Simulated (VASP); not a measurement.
A run of VASP 6.6.1 is set up as follows.

Contents of INCAR:

```
PREC = Accurate
ENCUT = 520
EDIFF = 1E-7
ISMEAR = -1
SIGMA = 0.08
LREAL = False
LASPH = True
NELM = 60
ALGO = Normal
ISIF = 2
LWAVE = False
LCHARG = True
GGA = PE
IVDW = 12
LELF = True
LVHAR = True
NBANDS = 12
```

KPOINTS

```
regular mesh
0
Gamma
  20 20 20
```

The input POSCAR:

```
Nb
1.0
    0.0000000000      2.0791456158      2.0791456158
    2.0791456158      0.0000000000      2.0791456158
    2.0791456158      2.0791456158      0.0000000000
Nb
1
Direct
    0.0000000000      0.0000000000      0.0000000000
```

Potentials or basis: VASP PAW PBE potentials, release 64 (Nb_sv).

The run is started by

```sh
$ cat potpaw_PBE.64/Nb_sv/POTCAR > POTCAR
$ mpirun -np 1 vasp_std > vasp.out
```

Question: Predict the dispersion energy per atom.

Answer: -0.738 eV.

Question: Predict the pressure.

Answer: 0.4 GPa.

Caveat: three body term missing; pairwise dispersion overbinds metals, which lowers pressure and volume.
